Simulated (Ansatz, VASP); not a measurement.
## One calculation of Ga, two programs

```
Ga
1.0
    -2.97550    2.97550    2.97550
     2.97550   -2.97550    2.97550
     2.97550    2.97550   -2.97550
Ga
6
Direct
  0.25000 0.62500 0.37500
  0.37500 0.25000 0.62500
  0.75000 0.87500 0.12500
  0.12500 0.75000 0.87500
  0.62500 0.37500 0.25000
  0.87500 0.12500 0.75000
```

Alike in both runs: task relaxation of cell and atoms; functional PBE; k mesh 8 × 8 × 8; occupations gaussian, width 0.1 eV; no spin polarisation.

|  | VASP | Ansatz |
| --- | --- | --- |
| version | VASP 6.6.1 | Ansatz 0.2.0 |
| potentials or method | VASP PAW PBE potentials, release 64 (Ga_d), cutoff 600 eV | scalar-relativistic, plane waves, PAW |
| valence electrons in the cell | 78 | 78 |

```csv
,VASP,Ansatz,Ansatz less VASP
"gap on the k mesh at the Fermi level, each at its own relaxed structure (eV)",none,none,-
relaxed volume (Å³/atom),19.02,18.95,-0.067
relaxed cell length with the largest relative difference (Å),5.292,5.286,-0.0062
```

A gap of «none» marks a metal or a gap that the smearing closes.
